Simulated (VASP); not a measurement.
# Pt (Fm-3m) in VASP: further runs, part 2 of 2

VASP 6.6.1.

## 4. Single point, BLYP (volume scaled by 0.88)

Contents of INCAR:

```
AGGAC    = 1.0          
AGGAX    = 1.0          
ALDAC    = 0.0          
ALDAX    = 1.0          
ALGO     = Normal         # electronic algorithm
EDIFF    = 1E-6           # SCF threshold, eV
ENCUT    = 520            # plane-wave cutoff, eV
GGA      = B5             # functional
ISIF     = 2              # what is computed and relaxed
ISMEAR   = -1             # smearing method
LASPH    = True           # aspherical terms in the spheres
LCHARG   = True           # write CHGCAR
LELF     = True           # ELF
LREAL    = False          # projectors in reciprocal space
LVHAR    = True         
LWAVE    = False          # write WAVECAR
NBANDS   = 11             # bands
NELM     = 60             # most SCF steps
PREC     = Accurate       # precision mode
SIGMA    = 0.1            # smearing width, eV
```

Contents of KPOINTS:

```
k-points
0
Gamma
  22 22 22
```

Contents of POSCAR:

```
Pt
1.0
    0.0000000000      1.9421288892      1.9421288892
    1.9421288892      0.0000000000      1.9421288892
    1.9421288892      1.9421288892      0.0000000000
Pt
1
Direct
    0.0000000000      0.0000000000      0.0000000000
```

Potentials or basis: VASP PAW PBE potentials, release 64 (Pt).

The run is started by

```bash
$ cat potpaw_PBE.64/Pt/POTCAR > POTCAR
$ mpirun -np 1 vasp_std > vasp.out
```

OUTCAR:

```text
EDIFF = 1E-6
   ENCUT = 520
   GGA = B5
   ISIF = 2
   ISMEAR = -1
   LASPH = True
   LREAL = False
   NELM = 60
   PREC = Accurate

 ion  position               nearest neighbor table
   1  0.000  0.000  0.000-

  LATTYP: Found a face centered cubic cell.
 ALAT       =     3.8842577784

  Lattice vectors:

 A1 = (   0.0000000000,   1.9421288892,   1.9421288892)
 A2 = (   1.9421288892,   0.0000000000,   1.9421288892)
 A3 = (   1.9421288892,   1.9421288892,   0.0000000000)

Analysis of symmetry for initial positions (statically):
=====================================================================
 Subroutine PRICEL returns:
 Original cell was already a primitive cell.

 Routine SETGRP: Setting up the symmetry group for a
 face centered cubic supercell.

 Subroutine GETGRP returns: Found 48 space group operations
 (whereof 48 operations were pure point group operations)
 out of a pool of 48 trial point group operations.

The static configuration has the point symmetry O_h .

Analysis of symmetry for dynamics (positions and initial velocities):
=====================================================================
 Subroutine PRICEL returns:
 Original cell was already a primitive cell.

 Routine SETGRP: Setting up the symmetry group for a
 face centered cubic supercell.

 Subroutine GETGRP returns: Found 48 space group operations
 (whereof 48 operations were pure point group operations)
 out of a pool of 48 trial point group operations.

The dynamic configuration has the point symmetry O_h .

 Subroutine INISYM returns: Found 48 space group operations
 (whereof 48 operations are pure point group operations),
 and found     1 'primitive' translations

----------------------------------------------------------------------------------------

                                     Primitive cell

  volume of cell :      14.6509

  direct lattice vectors                    reciprocal lattice vectors
     0.000000000  1.942128889  1.942128889    -0.257449443  0.257449443  0.257449443
     1.942128889  0.000000000  1.942128889     0.257449443 -0.257449443  0.257449443
     1.942128889  1.942128889  0.000000000     0.257449443  0.257449443 -0.257449443

  length of vectors
     2.746585015  2.746585015  2.746585015     0.445915515  0.445915515  0.445915515

  position of ions in fractional coordinates (direct lattice)
     0.000000000  0.000000000  0.000000000

  ion indices of the primitive-cell ions
   primitive index   ion index
                 1           1

----------------------------------------------------------------------------------------

 KPOINTS: k-points

Automatic generation of k-mesh.
 Grid dimensions read from file:
 generate k-points for:   22   22   22

 Generating k-lattice:

  Cartesian coordinates                     Fractional coordinates (reciprocal lattice)
    -0.011702247  0.011702247  0.011702247     0.045454545  0.000000000  0.000000000
     0.011702247 -0.011702247  0.011702247     0.000000000  0.045454545  0.000000000
     0.011702247  0.011702247 -0.011702247     0.000000000  0.000000000  0.045454545

  Length of vectors
     0.020268887  0.020268887  0.020268887

  Shift w.r.t. Gamma in fractional coordinates (k-lattice)
     0.000000000  0.000000000  0.000000000

 Subroutine IBZKPT returns following result:
 ===========================================

 Found    328 irreducible k-points:

 Following reciprocal coordinates:
            Coordinates               Weight
  0.000000  0.000000  0.000000      1.000000
  0.045455  0.000000  0.000000      8.000000
  0.090909  0.000000  0.000000      8.000000
  0.136364  0.000000  0.000000      8.000000
  0.181818  0.000000  0.000000      8.000000
  0.227273  0.000000  0.000000      8.000000
[... 16 lines left out ...]
  0.500000  0.045455  0.000000     24.000000
 -0.454545  0.045455  0.000000     24.000000
 [... further k-points ...]
   k-points           NKPTS =    328   k-points in BZ     NKDIM =    328   number of bands    NBANDS=     11
   number of dos      NEDOS =    301   number of ions     NIONS =      1
   total plane-waves  NPLWV =   8000
   dimension x,y,z NGX =    20 NGY =   20 NGZ =   20
   dimension x,y,z NGXF=    40 NGYF=   40 NGZF=   40
   ions per type =               1
   NGX,Y,Z   is equivalent  to a cutoff of  12.11, 12.11, 12.11 a.u.
   NGXF,Y,Z  is equivalent  to a cutoff of  24.21, 24.21, 24.21 a.u.
 SYSTEM =  unknown system
   PREC   = accura    normal or accurate (medium, high low for compatibility)
   ISTART =      0    job   : 0-new  1-cont  2-samecut
   ICHARG =      2    charge: 1-file 2-atom 10-const
   ISPIN  =      1    spin polarized calculation?
   LNONCOLLINEAR =      F non collinear calculations
   LSORBIT =      F    spin-orbit coupling
   LASPH  =      T    aspherical Exc in radial PAW
   ENCUT  =  520.0 eV  38.22 Ry    6.18 a.u.   5.11  5.11  5.11*2*pi/ulx,y,z
   NELM   =     60;   NELMIN=  2; NELMDL= -5     # of ELM steps
   EDIFF  = 0.1E-05   stopping-criterion for ELM
   LREAL  =      F    real-space projection
   EDIFFG = 0.1E-04   stopping-criterion for IOM
   NSW    =      0    number of steps for IOM
   IBRION =     -1    ionic relax: 0-MD 1-quasi-New 2-CG
   NFREE  =      0    steps in history (QN), initial steepest desc. (CG)
   ISIF   =      2    stress and relaxation
   ISYM   =      2    0-nonsym 1-usesym 2-fastsym
   POTIM  = 0.5000    time-step for ionic-motion
   TEBEG  =    0.0;   TEEND  =   0.0 temperature during run
   PSTRESS=    0.0 pullay stress
   NELECT =      10.0000    total number of electrons
   NUPDOWN=      -1.0000    fix difference up-down
   EMIN   =  10.00;   EMAX   =-10.00  energy-range for DOS
   EFERMI =   0.00;   METHOD = LEGACY
   ISMEAR =    -1;   SIGMA  =   0.10  broadening in eV -4-tet -1-fermi 0-gaus
   EFERMI_NEDOS =   21; number of points for ismear=-14 and -15
   IALGO  =     38    algorithm
   IMIX   =      4    mixing-type and parameters
     AMIX     =   0.40;   BMIX     =  1.00
     AMIX_MAG =   1.60;   BMIX_MAG =  1.00
  volume/ion in A,a.u.               =      14.65        98.87
  Fermi-wavevector in a.u.,A,eV,Ry     =   1.441408  2.723865 28.268221  2.077656
  Thomas-Fermi vector in A             =   2.560043
   LORBIT       =      0    0 simple, 1 ext, 2 COOP (PROOUT), +10 PAW based schemes
   GGA     = B5    functional components
   LHFCALC =     F    Hartree Fock is set to
   AEXX    =    0.0000 exact exchange contribution
   IVDW    =     0    specifies the selected vdW correction
   LEPSILON=     F    determine dielectric tensor
   LRPA    =     F    only Hartree local field effects (RPA)
 non-spin polarized calculation
  energy-cutoff  :      520.00
  volume of cell :       14.65
 maximum number of plane-waves:       411
   NGX = 11   NGY = 11   NGZ = 11

 number of electron      10.0000000 magnetization

 Free energy of the ion-electron system (eV)
  ---------------------------------------------------
  ext. energy  EPLUGINS =         0.00000000
  ---------------------------------------------------
  free energy    TOTEN  =        -4.81935934 eV

  energy without entropy =       -4.76848865  energy(sigma->0) =       -4.79392400

 E-fermi :  12.4426     XC(G=0): -12.9635

 val. band max:       12.4425510308   @ k =  -0.3636   0.4091   0.0455
 cond. band min:      12.4493492923   @ k =  -0.4545   0.2273   0.0455
 fundamental gap:      0.0067982615
 Fermi energy:        12.4426020253

 k-point     1 :       0.0000    0.0000    0.0000
  band No.  band energies     occupation
      1       2.0488      2.00000
      2       8.4443      2.00000
      3       8.4443      2.00000
      4       8.4443      2.00000
      5      10.7005      2.00000
      6      10.7005      2.00000
      7      27.2826      0.00000
      8      32.2679      0.00000
      9      32.2679      0.00000
     10      32.2679      0.00000
     11      38.1499      0.00000
[... 309 lines left out ...]
 k-point    24 :      -0.4545    0.0455    0.0000
  band No.  band energies     occupation
      1       4.9217      2.00000
      2       8.3362      2.00000
      3       8.4377      2.00000
      4      11.3177      1.99997
      5      12.3699      1.34841
      6      13.1638      0.00147
      7      18.7661      0.00000
      8      27.0584      0.00000
      9      31.4227      0.00000
     10      31.8594      0.00000
     11      41.2094      0.00000

 [... further k-points ...]

------------------------ aborting loop because EDIFF is reached ----------------------------------------

  FORCE on cell =-STRESS in cart. coord.  units (eV):
  Direction    XX          YY          ZZ          XY          YZ          ZX
  --------------------------------------------------------------------------------------
  -------------------------------------------------------------------------------------
  Total        3.4574799      3.4574799      3.4574799     -0.0000000      0.0000000     -0.0000000
  in kB      378.0995030    378.0995030    378.0995030     -0.0000000      0.0000000     -0.0000000
  external PRESSURE =     378.0995030 kB  Pullay stress =       0.0000000 kB

 VOLUME and BASIS-vectors are now :
 -----------------------------------------------------------------------------
  energy-cutoff  :      520.00
  volume of cell :       14.65
      direct lattice vectors                 reciprocal lattice vectors
     0.000000000  1.942128889  1.942128889    -0.257449443  0.257449443  0.257449443
     1.942128889  0.000000000  1.942128889     0.257449443 -0.257449443  0.257449443
     1.942128889  1.942128889  0.000000000     0.257449443  0.257449443 -0.257449443

 POSITION                                       TOTAL-FORCE (eV/Angst)
 -----------------------------------------------------------------------------------
      0.00000      0.00000      0.00000         0.000000      0.000000     -0.000000
 -----------------------------------------------------------------------------------
    total drift:                                0.000000      0.000000      0.000000

  FREE ENERGIE OF THE ION-ELECTRON SYSTEM (eV)
  ---------------------------------------------------
  free  energy   TOTEN  =        -4.8193593372 eV

  energy  without entropy=       -4.7684886530  energy(sigma->0) =       -4.79392400
```

Wall time 34 s (1 thread of Intel Xeon Platinum 8488C (Sapphire Rapids), shared host); peak memory 0.17 GiB.

What came out:

| Item | Value |
| --- | --- |
| Free energy | -4.8194 eV |
| Pressure | 37.8 GPa |
| Band gap on the k mesh | zero (band 5 reaches 12.96 eV, above the bottom of band 6 at 10.59 eV) |

Levels at points of the mesh, in eV from the Fermi level:
```
           k point  band 2  band 3  band 4  band 5  band 6  band 7  band 8  band 9
(0.00, 0.00, 0.00)   -4.00   -4.00   -4.00   -1.74   -1.74   14.84   19.83   19.83
(0.50, 0.00, 0.00)   -4.07   -4.07   -0.31    0.03    0.03    6.09   14.44   19.24
(0.50, 0.50, 0.00)   -6.92   -0.01    0.52    0.52    1.96    9.22   11.62   11.62
```

Caveat: the PAW data sets were made with another functional, which shifts forces and pressure a little; spin-orbit coupling is left out, which moves the levels of the heavy elements.

## 5. Summary

```tsv
task	cell	k mesh	cutoff (eV)	gap on the mesh (eV)	pressure (GPa)
single point	a = 2.866 Å, angles 60.0°, 1 atom	14 × 14 × 14	520	none	0.9
relaxation of cell and atoms	relaxed from a = 2.774 Å, angles 60.0°, 1 atom	14 × 14 × 14	600	none	0.0
single point	a = 2.747 Å, angles 60.0°, 1 atom	22 × 22 × 22	520	none	37.8
```

Alike in all rows: level BLYP; potentials or basis VASP PAW PBE potentials, release 64 (Pt); no spin polarisation; smearing fermi-dirac 0.1 eV.

Caveats: the PAW data sets were made with another functional, which shifts forces and pressure a little; spin-orbit coupling is left out, which moves the levels of the heavy elements.

Absolute energies hang on the potentials; compare differences alone.
